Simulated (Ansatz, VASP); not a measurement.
Mo in VASP and in Ansatz

```
Mo
1.0
     0.00000    2.01500    2.17620
     2.01500    0.00000    2.17620
     2.01500    2.01500    0.00000
Mo
1
Direct
  0.00000 0.00000 0.00000
```

Change from the starting cell: strain +0.000 along x and y, +0.080 along z, atoms carried along.

Alike in both runs: task single point; functional PBE; k mesh 20 × 20 × 20; occupations gaussian, width 0.15 eV; no spin polarisation.

|  | VASP | Ansatz |
| --- | --- | --- |
| version | VASP 6.6.1 | Ansatz 0.2.0 |
| potentials or method | VASP PAW PBE potentials, release 64 (Mo_sv), cutoff 520 eV | scalar-relativistic, plane waves, PAW |
| valence electrons in the cell | 14 | 14 |

|  | VASP | Ansatz | Ansatz less VASP |
| --- | --- | --- | --- |
| gap on the k mesh at the Fermi level (eV) | none | none | - |
| pressure (GPa) | -18.6 | -19.0 | -0.36 |
| traceless stress, the component that is largest in VASP (GPa) | 5.84 | 5.85 | +0.017 |

A gap of «none» marks a metal or a gap that the smearing closes.
